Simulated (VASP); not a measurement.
Input of a VASP 6.6.1 run:

The input INCAR:

```
SYSTEM = NaCl
PREC = Accurate ; ENCUT = 520
EDIFF = 1E-7 ; ISMEAR = 0
SIGMA = 0.1 ; LREAL = .FALSE.
LASPH = .TRUE. ; NELM = 60
ALGO = Normal ; ISIF = 2
LWAVE = .FALSE. ; LCHARG = .FALSE.
GGA = PE ; NBANDS = 14
```

KPOINTS

```
regular mesh
0
G
  6 6 6
  0 0 0
```

The input POSCAR:

```
NaCl
1.0
    0.0000000000      2.6796849113      2.6796849113
    2.6796849113      0.0000000000      2.6796849113
    2.6796849113      2.6796849113      0.0000000000
Na Cl
1 1
Direct
    0.0000000000      0.0000000000      0.0000000000
    0.5000000000      0.5000000000      0.5000000000
```

Potentials or basis: VASP PAW PBE potentials, release 64 (Na_pv, Cl).

The run is started by

```sh
$ cat potpaw_PBE.64/Na_pv/POTCAR potpaw_PBE.64/Cl/POTCAR > POTCAR
$ mpirun -np 1 vasp_std > vasp.out
```

Task: Estimate the band gap on the k mesh.

Result: 5.77 eV, direct.

Task: Predict the pressure.

Result: 6.6 GPa.

PBE gaps usually lie below the measured ones, often by a third to a half.
